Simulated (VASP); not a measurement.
Set up this calculation in VASP 6.6.1, as the native input.

```yaml
Task: single point
Functional: PBE
Potentials_or_basis: VASP PAW PBE potentials, release 64 (Cd, S)
Cutoff: 500 eV
k_mesh: 8 × 8 × 8
Occupations: gaussian, width 0.02 eV
Spin: no spin polarisation
Dipole_correction: no
Further_INCAR_settings: ALGO = Normal; EDIFF = 1e-06; NBANDS = 16
```

The structure of CdS lies in POSCAR:

```
CdS
1.0
    0.0000000000      2.9634773770      2.9634773770
    2.9634773770      0.0000000000      2.9634773770
    2.9634773770      2.9634773770      0.0000000000
Cd S
1 1
Direct
    0.0000000000      0.0000000000      0.0000000000
    0.2500000000      0.2500000000      0.2500000000
```

The input as run:

INCAR

```
PREC = Accurate
ENCUT = 500
EDIFF = 1E-6
ISMEAR = 0
SIGMA = 0.02
LREAL = False
LASPH = True
NELM = 120
ALGO = Normal
ISIF = 2
LWAVE = False
LCHARG = False
GGA = PE
NBANDS = 16
GGA_COMPAT = False
```

KPOINTS

```
regular mesh
0
Gamma
  8 8 8
```

Potentials or basis: VASP PAW PBE potentials, release 64 (Cd, S).

Run with:

```sh
$ cat potpaw_PBE.64/Cd/POTCAR potpaw_PBE.64/S/POTCAR > POTCAR
$ mpirun -np 1 vasp_std > vasp.out
```

It gave:

The pressure is 0.3 GPa and the band gap on the k mesh is 1.04 eV.

It took 26 s on 1 thread of Intel(R) Xeon(R) Platinum 8488C (Sapphire Rapids), on a shared host, peak memory 0.18 GiB.
